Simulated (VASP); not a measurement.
# SiC (Moissanite) (P6_3mc) in VASP: settings compared

SiC (Moissanite) is run at these levels: PBE, BLYP+D3(BJ), BLYP+D4, SVWN5; tasks: single point, relaxation of cell and atoms.

All numbers are computed with VASP 6.6.1; they aren't measurements. Logs are shortened: lines on timing, memory, paths and dates and some standing lists are left out, and cuts for length are marked.

**1. The cell of the first run**

Symmetry: P6_3mc, No. 186, hexagonal system. The conventional cell has a = 3.076 Å, b = 3.076 Å, c = 5.048 Å, α = 90.00°, β = 90.00°, γ = 120.00°. Si (site symmetry 3m) has 4 C at 1.87 to 1.94 Å within 2.5 Å. Within 2.5 Å of C (site symmetry 3m) lie 4 Si at 1.87 to 1.94 Å.

**2. Single point, PBE**

INCAR reads:

```
ALGO = Normal
EDIFF = 1E-6
ENCUT = 520
GGA = PE
ISIF = 2
ISMEAR = 0
LASPH = T
LCHARG = F
LREAL = F
LWAVE = F
NBANDS = 16
NELM = 60
PREC = Accurate
SIGMA = 0.03
```

KPOINTS reads:

```
k-points
0
Gamma
  10 10 5
```

POSCAR reads:

```
SiC
1.0
    3.0760000000      0.0000000000      0.0000000000
   -1.5380000000      2.6638941420      0.0000000000
    0.0000000000      0.0000000000      5.0480000000
Si C
2 2
Direct
    0.6666666667      0.3333333333      0.5000000000
    0.3333333333      0.6666666667      0.0000000000
    0.6666666667      0.3333333333      0.8850000000
    0.3333333333      0.6666666667      0.3850000000
```

Potentials or basis: VASP PAW PBE potentials, release 64 (Si, C).

Command:

```
$ cat potpaw_PBE.64/Si/POTCAR potpaw_PBE.64/C/POTCAR > POTCAR
$ mpirun -np 1 vasp_std > vasp.out
```

OUTCAR:

```text
EDIFF = 1E-6
   ENCUT = 520
   GGA = PE
   ISIF = 2
   ISMEAR = 0
   LASPH = T
   LREAL = F
   NELM = 60
   PREC = Accurate

 ion  position               nearest neighbor table
   1  0.667  0.333  0.500-   4 1.87   4 1.87   4 1.87   3 1.94   2 3.09   2 3.09   2 3.09   2 3.09
                             2 3.09   2 3.09
   2  0.333  0.667  0.000-   3 1.87   3 1.87   3 1.87   4 1.94   1 3.09   1 3.09   1 3.09   1 3.09
                             1 3.09   1 3.09
   3  0.667  0.333  0.885-   2 1.87   2 1.87   2 1.87   1 1.94
   4  0.333  0.667  0.385-   1 1.87   1 1.87   1 1.87   2 1.94

  LATTYP: Found a hexagonal cell.
 ALAT       =     3.0760000000
 C/A-ratio  =     1.6410923277

  Lattice vectors:

 A1 = (   3.0760000000,   0.0000000000,   0.0000000000)
 A2 = (  -1.5380000000,   2.6638941420,   0.0000000000)
 A3 = (   0.0000000000,   0.0000000000,   5.0480000000)

Analysis of symmetry for initial positions (statically):
=====================================================================
 Subroutine PRICEL returns:
 Original cell was already a primitive cell.

 Routine SETGRP: Setting up the symmetry group for a
 hexagonal supercell.

 Subroutine GETGRP returns: Found 12 space group operations
 (whereof  6 operations were pure point group operations)
 out of a pool of 24 trial point group operations.

The static configuration has the point symmetry C_3v.
 The point group associated with its full space group is C_6v.

Analysis of symmetry for dynamics (positions and initial velocities):
=====================================================================
 Subroutine PRICEL returns:
 Original cell was already a primitive cell.

 Routine SETGRP: Setting up the symmetry group for a
 hexagonal supercell.

 Subroutine GETGRP returns: Found 12 space group operations
 (whereof  6 operations were pure point group operations)
 out of a pool of 24 trial point group operations.

The dynamic configuration has the point symmetry C_3v.
 The point group associated with its full space group is C_6v.

 Subroutine INISYM returns: Found 12 space group operations
 (whereof  6 operations are pure point group operations),
 and found     1 'primitive' translations

----------------------------------------------------------------------------------------

                                     Primitive cell

  volume of cell :      41.3640

  direct lattice vectors                    reciprocal lattice vectors
     3.076000000  0.000000000  0.000000000     0.325097529  0.187695146  0.000000000
    -1.538000000  2.663894142  0.000000000     0.000000000  0.375390292  0.000000000
     0.000000000  0.000000000  5.048000000     0.000000000  0.000000000  0.198098257

  length of vectors
     3.076000000  3.076000000  5.048000000     0.375390292  0.375390292  0.198098257

  position of ions in fractional coordinates (direct lattice)
     0.666666667  0.333333333  0.500000000
     0.333333333  0.666666667  0.000000000
     0.666666667  0.333333333  0.885000000
     0.333333333  0.666666667  0.385000000

  ion indices of the primitive-cell ions
   primitive index   ion index
                 1           1
                 2           2
                 3           3
                 4           4

----------------------------------------------------------------------------------------

 KPOINTS: k-points

Automatic generation of k-mesh.
 Grid dimensions read from file:
 generate k-points for:   10   10    5

 Generating k-lattice:

  Cartesian coordinates                     Fractional coordinates (reciprocal lattice)
     0.032509753  0.018769515  0.000000000     0.100000000  0.000000000  0.000000000
     0.000000000  0.037539029  0.000000000     0.000000000  0.100000000  0.000000000
     0.000000000  0.000000000  0.039619651     0.000000000  0.000000000  0.200000000

  Length of vectors
     0.037539029  0.037539029  0.039619651

  Shift w.r.t. Gamma in fractional coordinates (k-lattice)
     0.000000000  0.000000000  0.000000000

 Subroutine IBZKPT returns following result:
 ===========================================

 Found     42 irreducible k-points:

 Following reciprocal coordinates:
            Coordinates               Weight
  0.000000  0.000000  0.000000      1.000000
  0.100000 -0.000000  0.000000      6.000000
  0.200000 -0.000000  0.000000      6.000000
  0.300000  0.000000  0.000000      6.000000
  0.400000 -0.000000  0.000000      6.000000
  0.500000  0.000000  0.000000      3.000000
[... 16 lines left out ...]
  0.300000  0.100000  0.200000     24.000000
  0.400000  0.100000  0.200000     24.000000
 [... further k-points ...]
   k-points           NKPTS =     42   k-points in BZ     NKDIM =     42   number of bands    NBANDS=     16
   number of dos      NEDOS =    301   number of ions     NIONS =      4
   total plane-waves  NPLWV =  23040
   dimension x,y,z NGX =    24 NGY =   24 NGZ =   40
   dimension x,y,z NGXF=    48 NGYF=   48 NGZF=   80
[... 65 lines left out ...]
 cond. band min:      10.8889033413   @ k =   0.3000   0.3000   0.0000
 fundamental gap:      2.4792129321
 Fermi energy:         8.5879276966

 k-point     1 :       0.0000    0.0000    0.0000
  band No.  band energies     occupation
      1      -7.3151      2.00000
      2      -3.8128      2.00000
      3      -0.2831      2.00000
      4       6.8534      2.00000
      5       6.8534      2.00000
      6       8.1340      2.00000
[... 8 lines left out ...]
     15      17.1131      0.00000
     16      19.7533      0.00000

 k-point     2 :       0.1000   -0.0000    0.0000
  band No.  band energies     occupation
      1      -7.1414      2.00000
      2      -3.6639      2.00000
      3      -0.1220      2.00000
      4       5.9189      2.00000
      5       6.5644      2.00000
      6       7.5000      2.00000
[... 8 lines left out ...]
     15      17.5529      0.00000
     16      18.4740      0.00000

 k-point     3 :       0.2000   -0.0000    0.0000
  band No.  band energies     occupation
      1      -6.6273      2.00000
      2      -3.2360      2.00000
      3       0.3402      2.00000
      4       4.0403      2.00000
      5       5.9647      2.00000
      6       6.0368      2.00000
[... 8 lines left out ...]
     15      17.8229      0.00000
     16      18.4134      0.00000

 k-point     4 :       0.3000    0.0000    0.0000
  band No.  band energies     occupation
      1      -5.7988      2.00000
      2      -2.6225      2.00000
      3       0.9140      2.00000
      4       2.2891      2.00000
      5       4.3387      2.00000
      6       5.3901      2.00000
[... 8 lines left out ...]
     15      18.6962      0.00000
     16      19.7970      0.00000

 k-point     5 :       0.4000   -0.0000    0.0000
  band No.  band energies     occupation
      1      -4.7426      2.00000
      2      -2.2316      2.00000
      3       0.4627      2.00000
      4       2.3426      2.00000
      5       2.7942      2.00000
      6       5.0027      2.00000
[... 8 lines left out ...]
     15      19.2668      0.00000
     16      20.2792      0.00000

 k-point     6 :       0.5000    0.0000    0.0000
  band No.  band energies     occupation
      1      -3.9828      2.00000
      2      -2.5243      2.00000
      3       0.4161      2.00000
      4       1.8612      2.00000
      5       2.9797      2.00000
      6       4.8677      2.00000
[... 8 lines left out ...]
     15      18.5552      0.00000
     16      20.6110      0.00000
[... 267 lines left out ...]
 k-point    21 :       0.1000    0.1000    0.2000
  band No.  band energies     occupation
      1      -6.6052      2.00000
      2      -4.0429      2.00000
      3       1.1416      2.00000
      4       4.9039      2.00000
      5       5.7559      2.00000
      6       6.3762      2.00000
[... 8 lines left out ...]
     15      18.1455      0.00000
     16      18.7118      0.00000

 k-point    22 :       0.2000    0.1000    0.2000
  band No.  band energies     occupation
      1      -5.9358      2.00000
      2      -3.4607      2.00000
      3       1.4872      2.00000
      4       3.4091      2.00000
      5       4.4487      2.00000
      6       5.3839      2.00000
[... 8 lines left out ...]
     15      18.5140      0.00000
     16      19.1635      0.00000

 k-point    23 :       0.3000    0.1000    0.2000
  band No.  band energies     occupation
      1      -4.9879      2.00000
      2      -2.7436      2.00000
      3       0.8760      2.00000
      4       2.8319      2.00000
      5       3.2076      2.00000
      6       4.6587      2.00000
[... 8 lines left out ...]
     15      19.2814      0.00000
     16      19.9650      0.00000

 k-point    24 :       0.4000    0.1000    0.2000
  band No.  band energies     occupation
      1      -3.9576      2.00000
      2      -2.4398      2.00000
      3       0.1142      2.00000
      4       1.5912      2.00000
      5       3.6621      2.00000
      6       4.4738      2.00000
[... 8 lines left out ...]
     15      19.7589      0.00000
     16      21.0924      0.00000

 [... further k-points ...]
[... 5 lines left out ...]
  --------------------------------------------------------------------------------------
  -------------------------------------------------------------------------------------
  Total        1.3564174      1.3564174      0.1082068      0.0000000      0.0000000      0.0000000
  in kB       52.5389380     52.5389380      4.1912385      0.0000000      0.0000000      0.0000000
  external PRESSURE =      36.4230382 kB  Pullay stress =       0.0000000 kB

 VOLUME and BASIS-vectors are now :
 -----------------------------------------------------------------------------
  energy-cutoff  :      520.00
  volume of cell :       41.36
      direct lattice vectors                 reciprocal lattice vectors
     3.076000000  0.000000000  0.000000000     0.325097529  0.187695146  0.000000000
    -1.538000000  2.663894142  0.000000000     0.000000000  0.375390292  0.000000000
     0.000000000  0.000000000  5.048000000     0.000000000  0.000000000  0.198098257

 POSITION                                       TOTAL-FORCE (eV/Angst)
 -----------------------------------------------------------------------------------
      1.53800      0.88796      2.52400        -0.000000      0.000000      0.752819
     -0.00000      1.77593      0.00000         0.000000      0.000000      0.752819
      1.53800      0.88796      4.46748        -0.000000      0.000000     -0.752819
     -0.00000      1.77593      1.94348         0.000000      0.000000     -0.752819
 -----------------------------------------------------------------------------------
    total drift:                                0.000000      0.000000     -0.000217

  FREE ENERGIE OF THE ION-ELECTRON SYSTEM (eV)
  ---------------------------------------------------
  free  energy   TOTEN  =       -30.0670771964 eV

  energy  without entropy=      -30.0670771964  energy(sigma->0) =      -30.06707720
```

Wall time 29 s (1 thread of AMD EPYC 7R43 (Zen 3), shared host); peak memory 0.12 GiB.

Results:

```
Free energy            : -30.0671 eV
Pressure               : 3.6 GPa
Largest force          : 0.753 eV/Å
Band gap on the k mesh : 2.48 eV, indirect (least direct gap 4.08 eV)
```

Forces on the atoms (eV/Å):
```
Si   0.000  0.000  0.753
Si   0.000  0.000  0.753
C    0.000  0.000 -0.753
C    0.000  0.000 -0.753
```

**3. Relaxation of cell and atoms, BLYP+D3(BJ)**

INCAR reads:

```
SYSTEM = SiC
PREC = Accurate
ENCUT = 600
EDIFF = 1E-6
ISMEAR = -1
SIGMA = 0.05
LREAL = .False.
LASPH = .True.
NELM = 60
ALGO = Normal
ISIF = 3
LWAVE = .False.
LCHARG = .False.
GGA = B5
ALDAX = 1.0
AGGAX = 1.0
AGGAC = 1.0
ALDAC = 0.0
IVDW = 12
VDW_S6 = 1.0
VDW_S8 = 2.6996
VDW_A1 = 0.4298
VDW_A2 = 4.2359
IBRION = 2
NSW = 60
EDIFFG = -0.01
```

KPOINTS reads:

```
Automatic mesh
0
Gamma
  10 10 5
  0 0 0
```

POSCAR is that of step 2.

Potentials or basis: VASP PAW PBE potentials, release 64 (Si, C).

Command:

```
$ cat potpaw_PBE.64/Si/POTCAR potpaw_PBE.64/C/POTCAR > POTCAR
$ mpirun -np 1 vasp_std > vasp.out
```

Wall time 3.4 min (1 thread of AMD EPYC 7R43 (Zen 3), shared host); peak memory 0.16 GiB.

The run converged. Its results:

```yaml
Free_energy: -29.8482 eV
Relaxed_volume: 10.27 Å³/atom
Relaxed_cell: a = 3.068 Å, b = 3.068 Å, c = 5.040 Å, α = 90.00°, β = 90.00°, γ = 120.00°
Space_group_after_relaxing_to_0.05_Å: P6_3mc (No. 186)
Energy_gained_by_relaxing: 9.7 meV/atom
Ionic_steps: 6
Pressure_after_relaxing: -0.1 GPa
Largest_force_after_relaxing: 0.007 eV/Å
Band_gap_on_the_k_mesh: 2.75 eV, indirect (least direct gap 4.26 eV)
Dispersion_energy_per_atom: -0.648 eV
```

Forces in eV/Å, atoms in the order of the input:
```
Si   0.000  0.000 -0.007
Si   0.000  0.000 -0.007
C    0.000  0.000  0.007
C    0.000  0.000  0.007
```

Step by step:
```csv
step,energy change (eV),largest force (eV/Å),pressure (GPa),volume (Å³)
1,0.0000,0.7654,-1.30,41.36
2,-0.0101,0.6616,1.26,40.86
3,-0.0361,0.0516,-0.14,41.08
4,-0.0384,0.0040,0.26,41.02
5,-0.0386,0.0083,0.17,41.03
6,-0.0386,0.0066,-0.11,41.09
```

Final structure:
```cif
data_structure
_symmetry_space_group_name_H-M 'P 1'
_symmetry_Int_Tables_number 1
_cell_length_a 3.0682
_cell_length_b 3.0682
_cell_length_c 5.0396
_cell_angle_alpha 90.000
_cell_angle_beta 90.000
_cell_angle_gamma 120.000
_cell_volume 41.09
loop_
_atom_site_label
_atom_site_type_symbol
_atom_site_fract_x
_atom_site_fract_y
_atom_site_fract_z
_atom_site_occupancy
Si1 Si 0.66667 0.33333 0.50472 1
Si2 Si 0.33333 0.66667 0.00472 1
C1 C 0.66667 0.33333 0.88028 1
C2 C 0.33333 0.66667 0.38028 1
```

Levels at points of the mesh, in eV from the valence-band top:
```
           k point  band 4  band 5  band 6  band 7  band 8  band 9  band 10  band 11  band 12
(0.00, 0.00, 0.00)   -1.30   -1.30   -0.13    0.00    0.00    5.03     6.44     6.82     6.82
(0.50, 0.00, 0.00)   -6.24   -5.35   -3.28   -3.18   -1.19    3.07     4.46     7.08     7.34
```

Caveat: the PAW data sets were made with another functional, which shifts forces and pressure a little. A hybrid or GW would open this gap; BLYP tends to underestimate it.

**4. Relaxation of cell and atoms, BLYP+D4**

INCAR reads:

```
SYSTEM = SiC
  PREC = Accurate
  ENCUT = 600
  EDIFF = 1E-6
  ISMEAR = -1
  SIGMA = 0.05
  LREAL = .False.
  LASPH = .True.
  NELM = 80
  ALGO = Normal
  ISIF = 3
  LWAVE = .False.
  LCHARG = .False.
  GGA = B5
  ALDAX = 1.0
  AGGAX = 1.0
  AGGAC = 1.0
  ALDAC = 0.0
  IVDW = 13
  VDW_S6 = 1.0
  VDW_S8 = 2.34076671
  VDW_A1 = 0.44488865
  VDW_A2 = 4.0933009
  IBRION = 2
  NSW = 60
  EDIFFG = -0.01
```

KPOINTS reads:

```
regular mesh
0
Gamma
  10 10 5
  0 0 0
```

POSCAR is that of step 3.

Command:

```
$ cat potpaw_PBE.64/Si/POTCAR potpaw_PBE.64/C/POTCAR > POTCAR
$ mpirun -np 1 vasp_std > vasp.out
```

Wall time 3.3 min (1 thread of AMD EPYC 7R43 (Zen 3), shared host); peak memory 0.15 GiB.

Results (log left out):

```
Free energy                            : -29.8284 eV
Relaxed volume                         : 10.33 Å³/atom
Relaxed cell                           : a = 3.074 Å, b = 3.074 Å, c = 5.050 Å, α = 90.00°, β = 90.00°, γ = 120.00°
Space group after relaxing (to 0.05 Å) : P6_3mc (No. 186)
Energy gained by relaxing              : 9.0 meV/atom
Ionic steps                            : 6
Pressure after relaxing                : -0.1 GPa
Band gap on the k mesh                 : 2.76 eV, indirect (least direct gap 4.25 eV)
Dispersion energy per atom             : -0.640 eV
```

The path:
| step | energy change (eV) | largest force (eV/Å) | pressure (GPa) | volume (Å³) |
| --- | --- | --- | --- | --- |
| 1 | 0.0000 | 0.7400 | 0.02 | 41.36 |
| 2 | -0.0142 | 0.5621 | -0.16 | 41.37 |
| 3 | -0.0336 | 0.0450 | -0.32 | 41.37 |
| 4 | -0.0357 | 0.0134 | 0.29 | 41.25 |
| 5 | -0.0359 | 0.0010 | 0.13 | 41.28 |
| 6 | -0.0359 | 0.0002 | -0.09 | 41.33 |

Final structure:
```
CELL_PARAMETERS angstrom
3.07394 0.00000 0.00000
-1.53697 2.66211 0.00000
0.00000 0.00000 5.05022
ATOMIC_POSITIONS crystal
Si 0.66667 0.33333 0.50468
Si 0.33333 0.66667 0.00468
C 0.66667 0.33333 0.88032
C 0.33333 0.66667 0.38032
```

Levels at points of the mesh, in eV from the valence-band top:
| k point | band 6 | band 7 | band 8 | band 9 | band 10 | band 11 |
| --- | --- | --- | --- | --- | --- | --- |
| (0.00, 0.00, 0.00) | -0.12 | 0.00 | 0.00 | 4.98 | 6.37 | 6.78 |
| (0.50, 0.00, 0.00) | -3.26 | -3.17 | -1.19 | 3.06 | 4.45 | 7.03 |

Caveat: the PAW data sets were made with another functional, which shifts forces and pressure a little. A hybrid or GW would open this gap; BLYP tends to underestimate it.

**5. Single point, SVWN5**

This run uses another cell than the first one, of 10.13 Å³/atom, 0.980 times its volume.

INCAR reads:

```
SYSTEM = SiC
PREC = Accurate
ENCUT = 910
EDIFF = 1E-6
ISMEAR = -1
SIGMA = 0.05
LREAL = .FALSE.
LASPH = .TRUE.
NELM = 120
ALGO = Normal
ISIF = 2
LWAVE = .FALSE.
LCHARG = .FALSE.
GGA = VW
NBANDS = 16
GGA_COMPAT = .FALSE.
```

KPOINTS reads:

```
regular mesh
0
G
  10 10 5
  0 0 0
```

POSCAR reads:

```
SiC
1.0
    3.0553550827      0.0000000000      0.0000000000
   -1.5276775413      2.6460151191      0.0000000000
    0.0000000000      0.0000000000      5.0141197845
Si C
2 2
Direct
    0.6666666667      0.3333333333      0.5000000000
    0.3333333333      0.6666666667      0.0000000000
    0.6666666667      0.3333333333      0.8850000000
    0.3333333333      0.6666666667      0.3850000000
```

Potentials or basis: VASP PAW PBE potentials, release 64 (Si, C_h).

Command:

```
$ cat potpaw_PBE.64/Si/POTCAR potpaw_PBE.64/C_h/POTCAR > POTCAR
$ mpirun -np 1 vasp_std > vasp.out
```

It took 20 s on 1 thread of Intel Xeon 6975P-C (Granite Rapids), shared host; peak memory 0.19 GiB.

The run converged. Its results:

```yaml
Free_energy: -33.1647 eV
Pressure: 1.5 GPa
Largest_force: 0.776 eV/Å
Band_gap_on_the_k_mesh: 2.33 eV, indirect (least direct gap 4.04 eV)
```

Forces in eV/Å, atoms in the order of the input:
```
Si   0.000  0.000  0.776
Si   0.000  0.000  0.776
C    0.000  0.000 -0.776
C    0.000  0.000 -0.776
```

Stress tensor (GPa, compression positive):
```
 3.28  0.00  0.00
 0.00  3.28  0.00
 0.00  0.00 -1.95
```

Levels at points of the mesh, in eV from the valence-band top:
```tsv
k point	band 4	band 5	band 6	band 7	band 8	band 9	band 10	band 11	band 12	band 13
(0.00, 0.00, 0.00)	-1.57	-1.57	-0.27	-0.27	0.00	4.77	6.23	6.52	6.52	7.64
(0.50, 0.00, 0.00)	-6.60	-5.53	-3.60	-3.36	-1.50	2.54	4.16	6.83	7.21	9.78
```

Caveat: the cutoff is under 1.25 times the usual one of these potentials, so pressure, stress and relaxed cells hold a basis-set (Pulay) error; the PAW data sets were made with another functional, which shifts forces and pressure a little. A k mesh can miss the band edges.

**6. The runs side by side**

| task | level | potentials or basis | cell | cutoff (eV) | smearing | second run | gap on the mesh (eV) | pressure (GPa) | relaxed volume (Å³/atom) | largest force (eV/Å) |
| --- | --- | --- | --- | --- | --- | --- | --- | --- | --- | --- |
| single point | PBE | VASP PAW PBE potentials, release 64 (Si, C) | a = 3.076, b = 3.076, c = 5.048 Å, angles 90.0, 90.0, 120.0°, 4 atoms | 520 | gaussian 0.03 eV | - | 2.48 | 3.6 | - | 0.75 |
| relaxation of cell and atoms | BLYP+D3(BJ) | VASP PAW PBE potentials, release 64 (Si, C) | relaxed from a = 3.076, b = 3.076, c = 5.048 Å, angles 90.0, 90.0, 120.0°, 4 atoms | 600 | fermi-dirac 0.05 eV | - | 2.75 | -0.1 | 10.27 | 0.01 |
| relaxation of cell and atoms | BLYP+D4 | VASP PAW PBE potentials, release 64 (Si, C) | relaxed from a = 3.076, b = 3.076, c = 5.048 Å, angles 90.0, 90.0, 120.0°, 4 atoms | 600 | fermi-dirac 0.05 eV | - | 2.76 | -0.1 | 10.33 | - |
| single point | SVWN5 | VASP PAW PBE potentials, release 64 (Si, C_h) | a = 3.055, b = 3.055, c = 5.014 Å, angles 90.0, 90.0, 120.0°, 4 atoms | 910 | fermi-dirac 0.05 eV | hard_potentials | 2.33 | 1.5 | - | 0.78 |

Alike in all rows: no spin polarisation; k mesh 10 × 10 × 5.

Caveats: the PAW data sets were made with another functional, which shifts forces and pressure a little (some runs); the cutoff is under 1.25 times the usual one of these potentials, so pressure, stress and relaxed cells hold a basis-set (Pulay) error (some runs).

Absolute energies hang on the potentials; compare differences alone.
